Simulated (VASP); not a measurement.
# Co (Fm-3m) in VASP: single point with PBE

Aim: the single point of Co with PBE.

All numbers are computed with VASP 6.6.1; they aren't measurements. Logs are shortened: lines on timing, memory, paths and dates and some standing lists are left out, and cuts for length are marked.

### Step 1. The cell of the first run

It takes space group Fm-3m (No. 225, cubic). Conventional cell: a = 3.573 Å, b = 3.573 Å, c = 3.573 Å, α = 90.00°, β = 90.00°, γ = 90.00°. Within 3.3 Å of Co (site symmetry m-3m) lie 12 Co at 2.53 Å.

This isn't the form of Co at room conditions, which is hcp.

### Step 2. Single point, PBE, collinear spin, ferromagnetic start

Contents of INCAR:

```
ALGO = Normal
EDIFF = 1E-7
ENCUT = 520
GGA = PE
ISIF = 2
ISMEAR = -1
ISPIN = 2
ISYM = 0
LASPH = T
LCHARG = T
LELF = T
LMAXMIX = 4
LORBIT = 11
LREAL = F
LVHAR = T
LWAVE = F
MAGMOM = 3 3
NBANDS = 20
NELM = 150
PREC = Accurate
SIGMA = 0.1
```

Contents of KPOINTS:

```
k-points
0
Gamma
  13 8 11
```

Contents of POSCAR:

```
Co
1.0
    0.0000000000     -1.7865000000     -1.7865000000
   -3.5730000000     -1.7865000000     -1.7865000000
    0.0000000000      1.7865000000     -1.7865000000
Co
2
Direct
    0.0000000000      0.0000000000      0.0000000000
    0.0000000000      0.5000000000      0.5000000000
```

Potentials or basis: VASP PAW PBE potentials, release 64 (Co).

Run with:

```
$ cat potpaw_PBE.64/Co/POTCAR > POTCAR
$ mpirun -np 1 vasp_std > vasp.out
```

OUTCAR:

```text
EDIFF = 1E-7
   ENCUT = 520
   GGA = PE
   ISIF = 2
   ISMEAR = -1
   ISPIN = 2
   ISYM = 0
   LASPH = T
   LORBIT = 11
   LREAL = F
   NELM = 150
   PREC = Accurate

 ion  position               nearest neighbor table
   1  0.000  0.000  0.000-   2 2.53   2 2.53   2 2.53   2 2.53   2 2.53   2 2.53   2 2.53   2 2.53

   2  0.000  0.500  0.500-   1 2.53   1 2.53   1 2.53   1 2.53   1 2.53   1 2.53   1 2.53   1 2.53

IMPORTANT INFORMATION: All symmetrisations will be switched off!
NOSYMM: (Re-)initialisation of all symmetry stuff for point group C_1.

----------------------------------------------------------------------------------------

                                     Primitive cell

  volume of cell :      22.8070

  direct lattice vectors                    reciprocal lattice vectors
     0.000000000 -1.786500000 -1.786500000     0.279876854 -0.279876854 -0.279876854
    -3.573000000 -1.786500000 -1.786500000    -0.279876854  0.000000000  0.000000000
     0.000000000  1.786500000 -1.786500000     0.000000000  0.279876854 -0.279876854

  length of vectors
     2.526492529  4.376013425  2.526492529     0.484760931  0.279876854  0.395805643

  position of ions in fractional coordinates (direct lattice)
     0.000000000  0.000000000  0.000000000
     0.000000000  0.500000000  0.500000000

  ion indices of the primitive-cell ions
   primitive index   ion index
                 1           1
                 2           2

----------------------------------------------------------------------------------------

 KPOINTS: k-points

Automatic generation of k-mesh.
 Grid dimensions read from file:
 generate k-points for:   13    8   11

 Generating k-lattice:

  Cartesian coordinates                     Fractional coordinates (reciprocal lattice)
     0.021528989 -0.021528989 -0.021528989     0.076923077  0.000000000  0.000000000
    -0.034984607  0.000000000  0.000000000     0.000000000  0.125000000  0.000000000
     0.000000000  0.025443350 -0.025443350     0.000000000  0.000000000  0.090909091

  Length of vectors
     0.037289302  0.034984607  0.035982331

  Shift w.r.t. Gamma in fractional coordinates (k-lattice)
     0.000000000  0.000000000  0.000000000

 -----------------------------------------------------------------------------
|                                                                             |
|           W    W    AA    RRRRR   N    N  II  N    N   GGGG   !!!           |
|           W    W   A  A   R    R  NN   N  II  NN   N  G    G  !!!           |
|           W    W  A    A  R    R  N N  N  II  N N  N  G       !!!           |
|           W WW W  AAAAAA  RRRRR   N  N N  II  N  N N  G  GGG   !            |
|           WW  WW  A    A  R   R   N   NN  II  N   NN  G    G                |
|           W    W  A    A  R    R  N    N  II  N    N   GGGG   !!!           |
|                                                                             |
|     Your reciprocal lattice and k-lattice belong to different lattice       |
|     classes:                                                                |
|                                                                             |
|        The reciprocal lattice is simple tetragonal,                         |
|        whereas your k-lattice is simple monoclinic.                         |
|                                                                             |
|     Results are often still useful ...                                      |
|                                                                             |
 -----------------------------------------------------------------------------

 WARNING: IBZKPT: internal override: KBLOWUP is changed to .FALSE.
      ... skipping the blow-up phase ...

 Subroutine IBZKPT returns following result:
 ===========================================

 Found    573 irreducible k-points:

 Following reciprocal coordinates:
            Coordinates               Weight
  0.000000  0.000000  0.000000      1.000000
  0.076923  0.000000  0.000000      2.000000
  0.153846  0.000000  0.000000      2.000000
  0.230769  0.000000  0.000000      2.000000
  0.307692  0.000000  0.000000      2.000000
  0.384615  0.000000  0.000000      2.000000
[... 16 lines left out ...]
  0.153846  0.250000  0.000000      2.000000
  0.230769  0.250000  0.000000      2.000000
 [... further k-points ...]
   k-points           NKPTS =    573   k-points in BZ     NKDIM =    573   number of bands    NBANDS=     20
   number of dos      NEDOS =    301   number of ions     NIONS =      2
   total plane-waves  NPLWV =  14400
   dimension x,y,z NGX =    20 NGY =   36 NGZ =   20
   dimension x,y,z NGXF=    40 NGYF=   72 NGZF=   40
   ions per type =               2
   NGX,Y,Z   is equivalent  to a cutoff of  13.16, 13.68, 13.16 a.u.
   NGXF,Y,Z  is equivalent  to a cutoff of  26.32, 27.35, 26.32 a.u.
 SYSTEM =  unknown system
   PREC   = accura    normal or accurate (medium, high low for compatibility)
   ISTART =      0    job   : 0-new  1-cont  2-samecut
   ICHARG =      2    charge: 1-file 2-atom 10-const
   ISPIN  =      2    spin polarized calculation?
   LNONCOLLINEAR =      F non collinear calculations
   LSORBIT =      F    spin-orbit coupling
   LASPH  =      T    aspherical Exc in radial PAW
   ENCUT  =  520.0 eV  38.22 Ry    6.18 a.u.   4.70  8.14  4.70*2*pi/ulx,y,z
   NELM   =    150;   NELMIN=  2; NELMDL= -5     # of ELM steps
   EDIFF  = 0.1E-06   stopping-criterion for ELM
   LREAL  =      F    real-space projection
   EDIFFG = 0.1E-05   stopping-criterion for IOM
   NSW    =      0    number of steps for IOM
   IBRION =     -1    ionic relax: 0-MD 1-quasi-New 2-CG
   NFREE  =      0    steps in history (QN), initial steepest desc. (CG)
   ISIF   =      2    stress and relaxation
   ISYM   =      0    0-nonsym 1-usesym 2-fastsym
   POTIM  = 0.5000    time-step for ionic-motion
   TEBEG  =    0.0;   TEEND  =   0.0 temperature during run
   PSTRESS=    0.0 pullay stress
   NELECT =      18.0000    total number of electrons
   NUPDOWN=      -1.0000    fix difference up-down
   EMIN   =  10.00;   EMAX   =-10.00  energy-range for DOS
   EFERMI =   0.00;   METHOD = LEGACY
   ISMEAR =    -1;   SIGMA  =   0.10  broadening in eV -4-tet -1-fermi 0-gaus
   EFERMI_NEDOS =   21; number of points for ismear=-14 and -15
   IALGO  =     38    algorithm
   IMIX   =      4    mixing-type and parameters
     AMIX     =   0.40;   BMIX     =  1.00
     AMIX_MAG =   1.60;   BMIX_MAG =  1.00
  volume/ion in A,a.u.               =      11.40        76.95
  Fermi-wavevector in a.u.,A,eV,Ry     =   1.512897  2.858960 31.141788  2.288857
  Thomas-Fermi vector in A             =   2.622760
   LORBIT       =     11    0 simple, 1 ext, 2 COOP (PROOUT), +10 PAW based schemes
   GGA     = PE    functional components
   LHFCALC =     F    Hartree Fock is set to
   AEXX    =    0.0000 exact exchange contribution
   IVDW    =     0    specifies the selected vdW correction
   LEPSILON=     F    determine dielectric tensor
   LRPA    =     F    only Hartree local field effects (RPA)
 spin polarized calculation
  energy-cutoff  :      520.00
  volume of cell :       22.81
 maximum number of plane-waves:       633
   NGX =  9   NGY = 17   NGZ =  9

 number of electron      18.0000004 magnetization       3.3197065

 Free energy of the ion-electron system (eV)
  ---------------------------------------------------
  ext. energy  EPLUGINS =         0.00000000
  ---------------------------------------------------
  free energy    TOTEN  =       -14.04766674 eV

  energy without entropy =      -13.96781860  energy(sigma->0) =      -14.00774267

 E-fermi :   9.6717     XC(G=0): -13.1148

 val. band max:        9.6691959242   @ k =   0.0769   0.3750   0.4545
 cond. band min:       9.6798913210   @ k =   0.3077  -0.3750   0.2727
 fundamental gap:      0.0106953968
 Fermi energy:         9.6716811108

 spin component 1

 k-point     1 :       0.0000    0.0000    0.0000
  band No.  band energies     occupation
      1       0.9393      1.00000
      2       4.6224      1.00000
      3       5.2242      1.00000
      4       7.0160      1.00000
      5       7.0167      1.00000
      6       7.0179      1.00000
[... 12 lines left out ...]
     19      36.2480      0.00000
     20      36.2489      0.00000

 k-point     2 :       0.0769    0.0000    0.0000
  band No.  band energies     occupation
      1       1.1655      1.00000
      2       4.7156      1.00000
      3       5.3020      1.00000
      4       6.9578      1.00000
      5       7.0676      1.00000
      6       7.0691      1.00000
[... 12 lines left out ...]
     19      34.1239      0.00000
     20      35.8254      0.00000

 k-point     3 :       0.1538    0.0000    0.0000
  band No.  band energies     occupation
      1       1.8205      1.00000
      2       4.9758      1.00000
      3       5.5183      1.00000
      4       6.8177      1.00000
      5       7.1719      1.00000
      6       7.1733      1.00000
[... 12 lines left out ...]
     19      35.1087      0.00000
     20      35.1091      0.00000

 k-point     4 :       0.2308    0.0000    0.0000
  band No.  band energies     occupation
      1       2.8106      1.00000
      2       5.2853      1.00000
      3       5.8365      1.00000
      4       6.7187      1.00000
      5       7.1899      1.00000
      6       7.1911      1.00000
[... 429 lines left out ...]
 k-point    23 :       0.1538    0.2500    0.0000
  band No.  band energies     occupation
      1       1.6472      1.00000
      2       4.9437      1.00000
      3       5.4677      1.00000
      4       6.8428      1.00000
      5       7.1541      1.00000
      6       7.1608      1.00000
[... 12 lines left out ...]
     19      34.8078      0.00000
     20      36.1003      0.00000

 k-point    24 :       0.2308    0.2500    0.0000
  band No.  band energies     occupation
      1       2.2466      1.00000
      2       5.2307      1.00000
      3       5.6623      1.00000
      4       6.6870      1.00000
      5       7.2170      1.00000
      6       7.2941      1.00000
[... 12 lines left out ...]
     19      35.5436      0.00000
     20      37.6016      0.00000

 [... further k-points ...]

 spin component 2

 k-point     1 :       0.0000    0.0000    0.0000
  band No.  band energies     occupation
      1       0.9494      1.00000
      2       5.8385      1.00000
      3       6.5044      1.00000
      4       8.6058      0.99998
      5       8.6093      0.99998
      6       8.6099      0.99998
[... 12 lines left out ...]
     19      36.4121      0.00000
     20      36.4139      0.00000

 k-point     2 :       0.0769    0.0000    0.0000
  band No.  band energies     occupation
      1       1.1763      1.00000
      2       5.9220      1.00000
      3       6.5833      1.00000
      4       8.5310      0.99999
      5       8.6641      0.99996
      6       8.6665      0.99996
[... 12 lines left out ...]
     19      34.1776      0.00000
     20      36.0460      0.00000

 k-point     3 :       0.1538    0.0000    0.0000
  band No.  band energies     occupation
      1       1.8379      1.00000
      2       6.1497      1.00000
      3       6.7945      1.00000
      4       8.3338      1.00000
      5       8.7924      0.99985
      6       8.7948      0.99984
[... 12 lines left out ...]
     19      35.4000      0.00000
     20      35.4003      0.00000

 k-point     4 :       0.2308    0.0000    0.0000
  band No.  band energies     occupation
      1       2.8643      1.00000
      2       6.3784      1.00000
      3       7.0876      1.00000
      4       8.1192      1.00000
      5       8.5096      0.99999
      6       8.8647      0.99969
[... 429 lines left out ...]
 k-point    23 :       0.1538    0.2500    0.0000
  band No.  band energies     occupation
      1       1.6619      1.00000
      2       6.1730      1.00000
      3       6.7367      1.00000
      4       8.3767      1.00000
      5       8.7685      0.99988
      6       8.7711      0.99988
[... 12 lines left out ...]
     19      35.0034      0.00000
     20      36.3448      0.00000

 k-point    24 :       0.2308    0.2500    0.0000
  band No.  band energies     occupation
      1       2.2705      1.00000
      2       6.5468      1.00000
      3       6.8820      1.00000
      4       8.1861      1.00000
      5       8.8302      0.99978
      6       8.8497      0.99973
[... 12 lines left out ...]
     19      35.5010      0.00000
     20      37.5595      0.00000

 [... further k-points ...]
[... 5 lines left out ...]
  --------------------------------------------------------------------------------------
  -------------------------------------------------------------------------------------
  Total       -1.2400076     -1.2691705     -1.2691691     -0.0031041     -0.0082061     -0.0031042
  in kB      -87.1095712    -89.1582409    -89.1581473     -0.2180603     -0.5764749     -0.2180653
  external PRESSURE =     -88.4753198 kB  Pullay stress =       0.0000000 kB

 VOLUME and BASIS-vectors are now :
 -----------------------------------------------------------------------------
  energy-cutoff  :      520.00
  volume of cell :       22.81
      direct lattice vectors                 reciprocal lattice vectors
     0.000000000 -1.786500000 -1.786500000     0.279876854 -0.279876854 -0.279876854
    -3.573000000 -1.786500000 -1.786500000    -0.279876854  0.000000000  0.000000000
     0.000000000  1.786500000 -1.786500000     0.000000000  0.279876854 -0.279876854

 POSITION                                       TOTAL-FORCE (eV/Angst)
 -----------------------------------------------------------------------------------
      0.00000      0.00000      0.00000         0.000000      0.000000      0.000000
     -1.78650      0.00000     -1.78650        -0.000000     -0.000000     -0.000000
 -----------------------------------------------------------------------------------
    total drift:                               -0.000000      0.000000      0.000000

  FREE ENERGIE OF THE ION-ELECTRON SYSTEM (eV)
  ---------------------------------------------------
  free  energy   TOTEN  =       -14.0476667374 eV

  energy  without entropy=      -13.9678185966  energy(sigma->0) =      -14.00774267

 total charge

# of ion       s       p       d       tot
------------------------------------------
    1        0.470   0.482   7.227   8.179
    2        0.470   0.482   7.227   8.179
--------------------------------------------------
tot          0.939   0.965  14.454  16.358

 magnetization (x)

# of ion       s       p       d       tot
------------------------------------------
    1       -0.012  -0.047   1.745   1.686
    2       -0.012  -0.047   1.745   1.686
--------------------------------------------------
tot         -0.024  -0.094   3.489   3.371
```

Wall time 6.7 min (1 thread of Intel Xeon Platinum 8488C (Sapphire Rapids), shared host); peak memory 0.44 GiB.

Results:

```yaml
Free_energy: -14.0477 eV
Pressure: -8.8 GPa
Net_moment: 3.32 μB per cell
Site_moments: Co +1.69 μB
Valence_electrons_inside_the_program's_atomic_spheres: Co 8.18
```

Levels at points of the mesh, in eV from the Fermi level:
Spin up:
```
           k point  band 8  band 9  band 10  band 11  band 12  band 13  band 14  band 15
(0.00, 0.00, 0.00)   -1.71   -0.98    -0.62    -0.62     2.42     9.06    14.38    14.38
(0.00, 0.50, 0.00)   -1.79   -1.79    -1.79    -1.35    -1.35    18.74    18.74    18.74
```
Spin down:
```csv
k point,band 6,band 7,band 8,band 9,band 10,band 11
"(0.00, 0.00, 0.00)",-1.06,0.30,0.31,1.12,1.21,1.22
"(0.00, 0.50, 0.00)",-0.56,-0.12,-0.12,-0.12,-0.12,0.71
```

Caveat: the cell stands under tension.
